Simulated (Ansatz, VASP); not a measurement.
**NaH: VASP beside Ansatz**

The input INCAR:

```
SYSTEM = NaH
ALGO = Normal
EDIFF = 1E-7
ENCUT = 520
GGA = CA
ISIF = 2
ISMEAR = -1
LASPH = .True.
LCHARG = .False.
LREAL = .False.
LWAVE = .False.
NBANDS = 11
NELM = 100
PREC = Accurate
SIGMA = 0.03
```

Contents of KPOINTS:

```
k-points
0
Gamma
  9 9 9
  0 0 0
```

POSCAR

```
NaH
1.0
    0.0000000000      2.4400000000      2.4400000000
    2.4400000000      0.0000000000      2.4400000000
    2.4400000000      2.4400000000      0.0000000000
Na H
1 1
Direct
    0.0000000000      0.0000000000      0.0000000000
    0.5000000000      0.5000000000      0.5000000000
```

Input for Ansatz:

```yaml
crystal:
  lattice:
    - [0.0, 2.44, 2.44]
    - [2.44, 0.0, 2.44]
    - [2.44, 2.44, 0.0]
  atoms:
    - { symbol: Na, position: [0.0, 0.0, 0.0] }
    - { symbol: H, position: [0.5, 0.5, 0.5] }
kpoints:
  mp_grid: { grid: [9, 9, 9] }
  band_path:
    path:
      - [0.0, 0.0, 0.0]
      - [0.5, 0.0, 0.5]
      - [0.625, 0.25, 0.625]
      - [0.375, 0.375, 0.75]
      - [0.0, 0.0, 0.0]
      - [0.5, 0.5, 0.5]
      - [0.5, 0.25, 0.75]
      - [0.5, 0.0, 0.5]
    npoints: 5
scf:
  occupations: { method: fermi_dirac, width: 0.03 }
hamiltonian:
  xc: lda
  pseudopotentials: { kind: all_electron, lapw: { basis_error: 0.001 } }
output:
  forces: true
  stress: true
  eigenvalues: true
```

Alike in both runs: task single point; functional LDA; k mesh 9 × 9 × 9; occupations fermi-dirac, width 0.03 eV; no spin polarisation.

```csv
,VASP,Ansatz
version,VASP 6.6.1,Ansatz 0.2.0
potentials or method,"VASP PAW LDA potentials, release 64 (Na_pv, H), cutoff 520 eV","all-electron LAPW, scalar-relativistic"
```

|  | VASP | Ansatz | Ansatz less VASP |
| --- | --- | --- | --- |
| gap on the k mesh at the Fermi level (eV) | 3.67 | 3.67 | +0.002 |
| pressure (GPa) | -2.7 | -2.6 | +0.04 |

LDA's correlation is that of Perdew and Zunger in VASP and of Perdew and Wang (1992) in Ansatz. Ansatz ran all-electron here, and VASP with PAW potentials.
